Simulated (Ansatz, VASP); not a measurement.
## Ir: VASP beside Ansatz

```xyz
1
Lattice="-1.3676 1.3676 1.3676 1.3676 -1.3676 1.3676 1.3676 1.3676 -1.3676" Properties=species:S:1:pos:R:3 pbc="T T T"
Ir    0.0000    0.0000    0.0000
```

Change from the starting cell: volume scaled by 0.68, LAPW.

Alike in both runs: task single point; functional PBE; k mesh 17 × 17 × 17; occupations fermi-dirac, width 0.05 eV; no spin polarisation.

|  | VASP | Ansatz |
| --- | --- | --- |
| version | VASP 6.6.1 | Ansatz 0.2.0 |
| potentials or method | VASP PAW PBE potentials, release 64 (Ir), cutoff 520 eV | all-electron LAPW, scalar-relativistic |

|  | VASP | Ansatz | Ansatz less VASP |
| --- | --- | --- | --- |
| pressure (GPa) | 309.6 | 302.5 | -7.12 |

Both programs put the cell under a high pressure, so it lies far from rest at this level. Ansatz ran all-electron here, and VASP with PAW potentials.

Spin-orbit coupling is off throughout. Noted on VASP's run: the cell as given lies far from equilibrium.
